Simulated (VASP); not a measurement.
Write the native input for VASP 6.6.1 that does the following.

```yaml
Task: single point
Functional: PBE
Potentials_or_basis: VASP PAW PBE potentials, release 64 (Si, Mo_sv)
Cutoff: 520 eV
k_mesh: 18 × 18 × 18
Occupations: gaussian, width 0.1 eV
Spin: no spin polarisation
Dipole_correction: no
Further_INCAR_settings: ALGO = Normal; EDIFF = 1e-06; NBANDS = 18
```

The structure of Si2Mo lies in POSCAR:

```
Si2Mo
1.0
   -1.6419119508      1.6419119508      4.0042244718
    1.6419119508     -1.6419119508      4.0042244718
    1.6419119508      1.6419119508     -4.0042244718
Si Mo
2 1
Direct
    0.3361071285      0.3361071285      0.0000000000
    0.6638928715      0.6638928715      0.0000000000
    0.0000000000      0.0000000000      0.0000000000
```

These files were run (other wordings do the same):

INCAR

```
PREC = Accurate
ENCUT = 520
EDIFF = 1E-6
ISMEAR = 0
SIGMA = 0.1
LREAL = False
LASPH = True
NELM = 100
ALGO = Normal
ISIF = 2
LWAVE = False
LCHARG = True
GGA = PE
LELF = True
LVHAR = True
NBANDS = 18
```

KPOINTS

```
Automatic mesh
0
Gamma
  18 18 18
```

Potentials or basis: VASP PAW PBE potentials, release 64 (Si, Mo_sv).

The run is started by

```bash
$ cat potpaw_PBE.64/Si/POTCAR potpaw_PBE.64/Mo_sv/POTCAR > POTCAR
$ mpirun -np 1 vasp_std > vasp.out
```

It gave:

- Pressure: -10.3 GPa
- Largest force: 0.005 eV/Å
- Band gap on the k mesh: zero (bands 11 and 12 overlap by 0.87 eV)

Caveat: the cell stands under tension.

It took 7 min on 1 thread of Intel(R) Xeon(R) Platinum 8259CL CPU @ 2.50GHz (Skylake/Cascade Lake) (shared host), peak memory 0.48 GiB.
